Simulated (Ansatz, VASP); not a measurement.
ZnO in VASP and in Ansatz

Contents of INCAR:

```
PREC = Accurate ; ENCUT = 600
EDIFF = 1E-7 ; ISMEAR = 0
SIGMA = 0.02 ; LREAL = False
LASPH = True ; NELM = 120
ALGO = Normal ; ISIF = 3
LWAVE = False ; LCHARG = False
IBRION = 2 ; NSW = 100
EDIFFG = -0.005 ; GGA_COMPAT = False
NELMIN = 4
```

File KPOINTS:

```
regular mesh
0
Gamma
  9 9 6
```

POSCAR

```
ZnO
1.0
    3.2493987239      0.0000000000      0.0000000000
   -1.6246993619      2.8140618419      0.0000000000
    0.0000000000      0.0000000000      5.2038000000
Zn O
2 2
Direct
    0.3333333333      0.6666666667      0.0000000000
    0.6666666667      0.3333333333      0.5000000000
    0.3333333333      0.6666666667      0.3821000000
    0.6666666667      0.3333333333      0.8821000000
```

Input for Ansatz:

```yaml
crystal:
  lattice:
    - [3.2493987239, 0.0, 0.0]
    - [-1.6246993619, 2.8140618419, 0.0]
    - [0.0, 0.0, 5.2038]
  atoms:
    - { symbol: Zn, position: [0.3333333333, 0.6666666667, 0.0] }
    - { symbol: Zn, position: [0.6666666667, 0.3333333333, 0.5] }
    - { symbol: O, position: [0.3333333333, 0.6666666667, 0.3821] }
    - { symbol: O, position: [0.6666666667, 0.3333333333, 0.8821] }
basis:
  ecutwfc: 420
kpoints:
  mp_grid: { grid: [9, 9, 6] }
hamiltonian:
  xc: lda
  pseudopotentials: { kind: paw, azcp: { folder: soft_1 } }
scf:
  occupations: { method: gaussian, width: 0.02 }
output:
  forces: true
  stress: true
  eigenvalues: true
relax:
  adjacent_minimum: "off"
  f_tol: 0.005
  max_steps: 80
  cell: { stress_tol: 0.05 }
```

Alike in both runs: task relaxation of cell and atoms; functional LDA; k mesh 9 × 9 × 6; occupations gaussian, width 0.02 eV; no spin polarisation.

|  | VASP | Ansatz |
| --- | --- | --- |
| version | VASP 6.6.1 | Ansatz 0.2.0 |
| potentials or method | VASP PAW LDA potentials, release 64 (Zn, O), cutoff 600 eV | scalar-relativistic, plane waves, PAW |
| valence electrons in the cell | 36 | 36 |

```csv
,VASP,Ansatz,Ansatz less VASP
"gap on the k mesh at the Fermi level, each at its own relaxed structure (eV)",0.80,0.79,-0.007
relaxed volume (Å³/atom),11.40,11.33,-0.070
relaxed cell length with the largest relative difference (Å),3.194,3.187,-0.0066
```

Ansatz warns that its potentials were made for another functional, while VASP's fit it. LDA's correlation is that of Perdew and Zunger in VASP and of Perdew and Wang (1992) in Ansatz.
